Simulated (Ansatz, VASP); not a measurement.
## One calculation of ZnO, two programs

```
CELL_PARAMETERS angstrom
2.64617 0.00000 0.00000
0.00000 2.64617 0.00000
0.00000 0.00000 2.64617
ATOMIC_POSITIONS crystal
Zn 0.00000 0.00000 0.00000
O 0.50000 0.50000 0.50000
```

Alike in both runs: task single point; functional r2SCAN; k mesh 6 × 6 × 6; occupations methfessel-paxton of order 1, width 0.05 eV; no spin polarisation.

|  | VASP | Ansatz |
| --- | --- | --- |
| version | VASP 6.6.1 | Ansatz 0.2.0 |
| potentials or method | VASP PAW PBE potentials, release 64 (Zn, O) | plane waves |
| plane-wave cutoff (eV) | 660 | 500 |
| valence electrons in the cell | 18 | 18 |

Ansatz gave:

| Property | Result |
| --- | --- |
| pressure (GPa) | 0.2 |

**Question.** Which values does VASP return?

**Answer.** Pressure (GPa): 1.1.

VASP's potentials were made for PBE, not for r2SCAN. With one functional, cell and mesh, what is left measures potentials, basis and numerics.

The k mesh is coarse, so the values compare programs but aren't converged.
